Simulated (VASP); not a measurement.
Write the native input for VASP 6.6.1 that does the following.

```
Task                   : electric field gradients
Functional             : PBE
Potentials or basis    : VASP PAW PBE potentials, release 64 (Al, Au)
Cutoff                 : 520 eV
k mesh                 : 11 × 11 × 11
Occupations            : fermi-dirac, width 0.05 eV
Spin                   : no spin polarisation
Dipole correction      : no
Further INCAR settings : ALGO = Normal; EDIFF = 1e-08; NBANDS = 16
```

The structure of Al2Au lies in POSCAR:

```
Al2Au
1.0
    0.0000000000      3.0000000000      3.0000000000
    3.0000000000      0.0000000000      3.0000000000
    3.0000000000      3.0000000000      0.0000000000
Al Au
2 1
Direct
    0.2500000000      0.2500000000      0.2500000000
    0.7500000000      0.7500000000      0.7500000000
    0.0000000000      0.0000000000      0.0000000000
```

The input as run:

INCAR

```
PREC = Accurate
ENCUT = 520
EDIFF = 1E-8
ISMEAR = -1
SIGMA = 0.05
LREAL = F
LASPH = T
NELM = 100
ALGO = Normal
ISIF = 2
LWAVE = F
LCHARG = F
GGA = PE
LEFG = T
NBANDS = 16
```

KPOINTS

```
regular mesh
0
Gamma
  11 11 11
```

Potentials or basis: VASP PAW PBE potentials, release 64 (Al, Au).

Launch:

```bash
$ cat potpaw_PBE.64/Al/POTCAR potpaw_PBE.64/Au/POTCAR > POTCAR
$ mpirun -np 1 vasp_std > vasp.out
```

It gave:

```yaml
Pressure: 3.2 GPa
```

Caveat: without QUAD_EFG the Cq values of the log hold for a quadrupole moment of 1 mb, not for the nuclei.

Wall time 31 s on 1 thread of AMD EPYC 7R13 Processor (Zen 3), with other jobs on the host, peak memory 0.17 GiB.
